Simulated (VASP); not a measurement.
A run of VASP 6.6.1:

Contents of INCAR:

```
PREC = Accurate ; ENCUT = 520
EDIFF = 1E-6 ; ISMEAR = 0
SIGMA = 0.01 ; LREAL = False
LASPH = True ; NELM = 60
ALGO = Normal ; ISIF = 2
LWAVE = False ; LCHARG = True
GGA = PS ; LELF = True
LVHAR = True ; NBANDS = 11
```

File KPOINTS:

```
Automatic mesh
0
Gamma
  8 8 8
```

The input POSCAR:

```
BeTe
1.0
    0.0000000000      2.7145135904      2.7145135904
    2.7145135904      0.0000000000      2.7145135904
    2.7145135904      2.7145135904      0.0000000000
Be Te
1 1
Direct
    0.0000000000      0.0000000000      0.0000000000
    0.7500000000      0.7500000000      0.7500000000
```

Potentials or basis: VASP PAW PBE potentials, release 64 (Be, Te).

Launch:

```sh
$ cat potpaw_PBE.64/Be/POTCAR potpaw_PBE.64/Te/POTCAR > POTCAR
$ mpirun -np 1 vasp_std > vasp.out
```

Hardware: 1 thread of Intel(R) Xeon(R) Platinum 8488C (Sapphire Rapids), with other jobs on the host.

Problem. Estimate the wall time of this run.

Solution. It took 9.5 s on 1 thread of Intel(R) Xeon(R) Platinum 8488C (Sapphire Rapids), on a shared host, peak memory 0.17 GiB. Counts: scf iterations 11, k points 29.
